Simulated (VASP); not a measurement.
# Os (P6_3/mmc) in VASP: single point with PBEsol

Aim: the single point of Os with PBEsol.

Everything below comes from runs of VASP 6.6.1. Logs are shortened: lines on timing, memory, paths and dates and some standing lists are left out, and cuts for length are marked.

## 1. The cell of the first run

It takes space group P6_3/mmc (No. 194, hexagonal). Conventional cell: a = 2.727 Å, b = 2.727 Å, c = 4.313 Å, α = 90.00°, β = 90.00°, γ = 120.00°. Within 3.5 Å of Os (site symmetry -6m2) lie 12 Os at 2.67 to 2.73 Å.

## 2. Single point, PBEsol

Input file INCAR:

```
PREC = Accurate
ENCUT = 520
EDIFF = 1E-6
ISMEAR = 0
SIGMA = 0.1
LREAL = F
LASPH = T
NELM = 60
ALGO = Normal
ISIF = 2
LWAVE = F
LCHARG = F
GGA = PS
NBANDS = 15
```

Input file KPOINTS:

```
Automatic mesh
0
Gamma
  18 18 10
```

Input file POSCAR:

```
Os
1.0
    2.7272408501      0.0000000000      0.0000000000
   -1.3636204251      2.3618598584      0.0000000000
    0.0000000000      0.0000000000      4.3132692765
Os
2
Direct
    0.3333333333      0.6666666667      0.2500000000
    0.6666666667      0.3333333333      0.7500000000
```

Potentials or basis: VASP PAW PBE potentials, release 64 (Os).

Command:

```sh
> cat potpaw_PBE.64/Os/POTCAR > POTCAR
> mpirun -np 1 vasp_std > vasp.out
```

OUTCAR:

```text
PREC = Accurate
   ENCUT = 520
   EDIFF = 1E-6
   ISMEAR = 0
   LREAL = F
   LASPH = T
   NELM = 60
   ISIF = 2
   GGA = PS

 ion  position               nearest neighbor table
   1  0.333  0.667  0.250-   2 2.67   2 2.67   2 2.67   2 2.67   2 2.67   2 2.67
   2  0.667  0.333  0.750-   1 2.67   1 2.67   1 2.67   1 2.67   1 2.67   1 2.67

  LATTYP: Found a hexagonal cell.
 ALAT       =     2.7272408501
 C/A-ratio  =     1.5815505537

  Lattice vectors:

 A1 = (   2.7272408501,   0.0000000000,   0.0000000000)
 A2 = (  -1.3636204251,   2.3618598584,   0.0000000000)
 A3 = (   0.0000000000,   0.0000000000,   4.3132692765)

Analysis of symmetry for initial positions (statically):
=====================================================================
 Subroutine PRICEL returns:
 Original cell was already a primitive cell.

 Routine SETGRP: Setting up the symmetry group for a
 hexagonal supercell.

 Subroutine GETGRP returns: Found 24 space group operations
 (whereof 12 operations were pure point group operations)
 out of a pool of 24 trial point group operations.

The static configuration has the point symmetry D_3d.
 The point group associated with its full space group is D_6h.

Analysis of symmetry for dynamics (positions and initial velocities):
=====================================================================
 Subroutine PRICEL returns:
 Original cell was already a primitive cell.

 Routine SETGRP: Setting up the symmetry group for a
 hexagonal supercell.

 Subroutine GETGRP returns: Found 24 space group operations
 (whereof 12 operations were pure point group operations)
 out of a pool of 24 trial point group operations.

The dynamic configuration has the point symmetry D_3d.
 The point group associated with its full space group is D_6h.

 Subroutine INISYM returns: Found 24 space group operations
 (whereof 12 operations are pure point group operations),
 and found     1 'primitive' translations

----------------------------------------------------------------------------------------

                                     Primitive cell

  volume of cell :      27.7833

  direct lattice vectors                    reciprocal lattice vectors
     2.727240850  0.000000000  0.000000000     0.366670952  0.211697573  0.000000000
    -1.363620425  2.361859858  0.000000000     0.000000000  0.423395146  0.000000000
[... 88 lines left out ...]
   NSW    =      0    number of steps for IOM
   IBRION =     -1    ionic relax: 0-MD 1-quasi-New 2-CG
   NFREE  =      0    steps in history (QN), initial steepest desc. (CG)
   ISIF   =      2    stress and relaxation
   ISYM   =      2    0-nonsym 1-usesym 2-fastsym
   POTIM  = 0.5000    time-step for ionic-motion
   TEBEG  =    0.0;   TEEND  =   0.0 temperature during run
   PSTRESS=    0.0 pullay stress
   NELECT =      16.0000    total number of electrons
   NUPDOWN=      -1.0000    fix difference up-down
   EMIN   =  10.00;   EMAX   =-10.00  energy-range for DOS
   EFERMI =   0.00;   METHOD = LEGACY
   ISMEAR =     0;   SIGMA  =   0.10  broadening in eV -4-tet -1-fermi 0-gaus
   EFERMI_NEDOS =   21; number of points for ismear=-14 and -15
   IALGO  =     38    algorithm
   IMIX   =      4    mixing-type and parameters
     AMIX     =   0.40;   BMIX     =  1.00
     AMIX_MAG =   1.60;   BMIX_MAG =  1.00
  volume/ion in A,a.u.               =      13.89        93.75
  Fermi-wavevector in a.u.,A,eV,Ry     =   1.362030  2.573864 25.240528  1.855126
  Thomas-Fermi vector in A             =   2.488555
   LORBIT       =      0    0 simple, 1 ext, 2 COOP (PROOUT), +10 PAW based schemes
   GGA     = PS    functional components
   LHFCALC =     F    Hartree Fock is set to
   AEXX    =    0.0000 exact exchange contribution
   IVDW    =     0    specifies the selected vdW correction
   LEPSILON=     F    determine dielectric tensor
   LRPA    =     F    only Hartree local field effects (RPA)
 non-spin polarized calculation
 Gauss-broadening in eV      SIGMA  =   0.10
  energy-cutoff  :      520.00
  volume of cell :       27.78
 maximum number of plane-waves:       768
   NGX = 11   NGY = 11   NGZ = 17

 number of electron      15.9999998 magnetization

 Free energy of the ion-electron system (eV)
  ---------------------------------------------------
  ext. energy  EPLUGINS =         0.00000000
  ---------------------------------------------------
  free energy    TOTEN  =       -24.48566685 eV

  energy without entropy =      -24.47828997  energy(sigma->0) =      -24.48197841

 E-fermi :   9.4105     XC(G=0): -14.1936

 val. band max:        9.4017088003   @ k =   0.2222   0.0556   0.3000
 cond. band min:       9.4203203592   @ k =   0.4444   0.1111   0.4000
 fundamental gap:      0.0186115589
 Fermi energy:         9.4105137330

 k-point     1 :       0.0000    0.0000    0.0000
  band No.  band energies     occupation
      1      -1.6458      2.00000
      2       1.5191      2.00000
      3       6.3118      2.00000
      4       6.3118      2.00000
      5       6.5592      2.00000
      6       7.1644      2.00000
      7       7.1644      2.00000
      8       7.8415      2.00000
      9       7.8415      2.00000
     10       9.3973      1.14778
     11      11.1239      0.00000
     12      11.1239      0.00000
     13      18.5251      0.00000
     14      23.4510      0.00000
[... 401 lines left out ...]
      2       2.6289      2.00000
      3       2.9622      2.00000
      4       5.7552      2.00000
      5       5.8477      2.00000
      6       6.7478      2.00000
      7       7.4533      2.00000
      8      11.0173      0.00000
      9      11.4616      0.00000
     10      11.9479      0.00000
     11      13.3722      0.00000
     12      16.4110      0.00000
     13      18.8694      0.00000
     14      19.9554      0.00000
     15      21.7351      0.00000

 [... further k-points ...]
[... 5 lines left out ...]
  --------------------------------------------------------------------------------------
  -------------------------------------------------------------------------------------
  Total        0.0875171      0.0875171      0.0727594     -0.0000000      0.0000000      0.0000000
  in kB        5.0468382      5.0468382      4.1958051     -0.0000000      0.0000000      0.0000000
  external PRESSURE =       4.7631605 kB  Pullay stress =       0.0000000 kB

 VOLUME and BASIS-vectors are now :
 -----------------------------------------------------------------------------
  energy-cutoff  :      520.00
  volume of cell :       27.78
      direct lattice vectors                 reciprocal lattice vectors
     2.727240850  0.000000000  0.000000000     0.366670952  0.211697573  0.000000000
    -1.363620425  2.361859858  0.000000000     0.000000000  0.423395146  0.000000000
     0.000000000  0.000000000  4.313269276     0.000000000  0.000000000  0.231842701

 POSITION                                       TOTAL-FORCE (eV/Angst)
 -----------------------------------------------------------------------------------
     -0.00000      1.57457      1.07832        -0.000000     -0.000000      0.000000
      1.36362      0.78729      3.23495         0.000000      0.000000      0.000000
 -----------------------------------------------------------------------------------
    total drift:                               -0.000000      0.000000     -0.000000

  FREE ENERGIE OF THE ION-ELECTRON SYSTEM (eV)
  ---------------------------------------------------
  free  energy   TOTEN  =       -24.4856668475 eV

  energy  without entropy=      -24.4782899672  energy(sigma->0) =      -24.48197841
```

stdout:

```text
POSCAR found type information on POSCAR Os
 POSCAR found :  1 types and       2 ions
 scaLAPACK will be used
 -----------------------------------------------------------------------------
|                                                                             |
|                                                                             |
|     You enforced a specific xc type in the INCAR file but a different       |
|     I HOPE YOU KNOW WHAT YOU ARE DOING!                                     |
|                                                                             |
 -----------------------------------------------------------------------------

 LDA part: xc-table for (Slater+PW92), standard interpolation
 POSCAR, INCAR and KPOINTS ok, starting setup
 FFT: planning ... GRIDC
 FFT: planning ... GRID_SOFT
 FFT: planning ... GRID
 WAVECAR not read
 entering main loop
```

Wall time 63 s (1 thread of AMD EPYC 7R43 (Zen 3), shared host); peak memory 0.16 GiB.

What came out:

* Free energy: -24.4857 eV
* Pressure: 0.5 GPa
* Band gap on the k mesh: zero (band 8 reaches 11.49 eV, above the bottom of band 9 at 7.49 eV)

Stress tensor (GPa, compression positive):
```
0.50 0.00 0.00
0.00 0.50 0.00
0.00 0.00 0.42
```

Levels at points of the mesh, in eV from the Fermi level:
| k point | band 5 | band 6 | band 7 | band 8 | band 9 | band 10 | band 11 | band 12 |
| --- | --- | --- | --- | --- | --- | --- | --- | --- |
| (0.00, 0.00, 0.00) | -2.85 | -2.25 | -2.25 | -1.57 | -1.57 | -0.01 | 1.71 | 1.71 |
| (0.50, 0.00, 0.00) | -2.95 | -2.61 | -1.92 | 2.08 | 2.65 | 2.76 | 4.47 | 5.76 |
| (0.00, 0.00, 0.50) | -3.29 | -3.29 | -3.29 | -3.29 | 0.91 | 0.91 | 0.91 | 0.91 |
| (0.50, 0.00, 0.50) | -1.22 | -1.22 | -0.18 | -0.18 | 2.42 | 2.42 | 3.34 | 3.34 |

Caveat: the PAW data sets were made with another functional, which shifts forces and pressure a little; spin-orbit coupling is left out, which moves the levels of the heavy elements.
